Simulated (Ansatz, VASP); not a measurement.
**Two plane-wave programs on Hf2W**

```
CELL_PARAMETERS angstrom
4.89342 0.00000 0.00000
-2.44671 4.23782 0.00000
0.00000 0.00000 2.81340
ATOMIC_POSITIONS crystal
Hf 0.33333 0.66667 0.50000
Hf 0.66667 0.33333 0.50000
W 0.00000 0.00000 0.00000
```

Alike in both runs: task relaxation of cell and atoms; functional PBE; k mesh 12 × 12 × 16; occupations gaussian, width 0.1 eV; no spin polarisation.

|  | VASP | Ansatz |
| --- | --- | --- |
| version | VASP 6.6.1 | Ansatz 0.2.0 |
| potentials or method | VASP PAW PBE potentials, release 64 (Hf_pv, W_sv), cutoff 600 eV | scalar-relativistic, plane waves, PAW |
| valence electrons in the cell | 34 | 66 |

Ansatz gave:

* gap on the k mesh at the Fermi level, each at its own relaxed structure (eV): none
* relaxed volume (Å³/atom): 19.40
* relaxed length of the cell vector where the two differ most in proportion (Å): 4.881

Question: Estimate VASP's values.

Answer: gap on the k mesh at the Fermi level, each at its own relaxed structure (eV): none; relaxed volume (Å³/atom): 19.33; relaxed length of the cell vector where the two differ most in proportion (Å): 4.872.

A gap of «none» marks a metal or a gap that the smearing closes. VASP's potentials hold 34 valence electrons a cell and Ansatz's 66, so a difference there can come from the potentials and not from the codes.

Neither program's run includes spin-orbit coupling.
